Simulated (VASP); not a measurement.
Write the native input for VASP 6.6.1 that does the following.

* Task: relaxation of cell and atoms
* Functional: PBE
* Potentials or basis: VASP PAW PBE potentials, release 64 (Lu)
* Cutoff: 600 eV
* k mesh: 15 × 15 × 15
* Occupations: fermi-dirac, width 0.05 eV
* Spin: no spin polarisation
* Target pressure: 100 GPa
* Dipole correction: no
* Further INCAR settings: ALGO = Normal; EDIFF = 1e-07; IBRION = 2; EDIFFG = -0.005; NSW = 60; ISIF = 3

The structure of Lu lies in POSCAR:

```
Lu
1.0
    2.4466135940      0.0000000000      0.0000000000
    0.0000000000      2.4466135940      0.0000000000
    0.0000000000      0.0000000000      2.4466135940
Lu
1
Direct
    0.0000000000      0.0000000000      0.0000000000
```

This isn't the form of Lu at room conditions, which is hcp.

These files were run (other wordings do the same):

INCAR

```
SYSTEM = Lu
ALGO     = Normal         ! electronic algorithm
EDIFF    = 1E-7           ! SCF threshold, eV
EDIFFG   = -0.005         ! ionic threshold
ENCUT    = 600            ! plane-wave cutoff, eV
GGA      = PE             ! functional
IBRION   = 2              ! ionic algorithm
ISIF     = 3              ! what is computed and relaxed
ISMEAR   = -1             ! smearing method
LASPH    = .True.         ! aspherical terms in the spheres
LCHARG   = .False.        ! write CHGCAR
LREAL    = .False.        ! projectors in reciprocal space
LWAVE    = .False.        ! write WAVECAR
NELM     = 80             ! most SCF steps
NSW      = 60             ! ionic steps
PREC     = Accurate       ! precision mode
PSTRESS  = 1000.0       
SIGMA    = 0.05           ! smearing width, eV
```

KPOINTS

```
k-points
0
Gamma
  15 15 15
  0 0 0
```

Potentials or basis: VASP PAW PBE potentials, release 64 (Lu).

Command:

```console
$ cat potpaw_PBE.64/Lu/POTCAR > POTCAR
$ mpirun -np 1 vasp_std > vasp.out
```

It gave:

```json
{
 "Relaxed volume": "14.87 Å³/atom",
 "Relaxed cell": "a = 2.459 Å, b = 2.459 Å, c = 2.459 Å, α = 90.00°, β = 90.00°, γ = 90.00°",
 "Space group after relaxing (to 0.1 Å)": "Pm-3m (No. 221)",
 "Energy change on relaxing (the run minimises the enthalpy)": "-141.2 meV/atom",
 "Ionic steps": "4",
 "Pressure after relaxing": "100.0 GPa",
 "Band gap on the k mesh": "zero (an odd number of electrons rules out a gap without spin polarisation)"
}
```

Caveat: the cell is relaxed towards a set pressure, so the run minimises the enthalpy, not the energy; spin-orbit coupling is left out, which moves the levels of the heavy elements.

Wall time 72 s on 1 thread of AMD EPYC 9R45 96-Core Processor (Zen 5), on a shared host, peak memory 0.14 GiB.
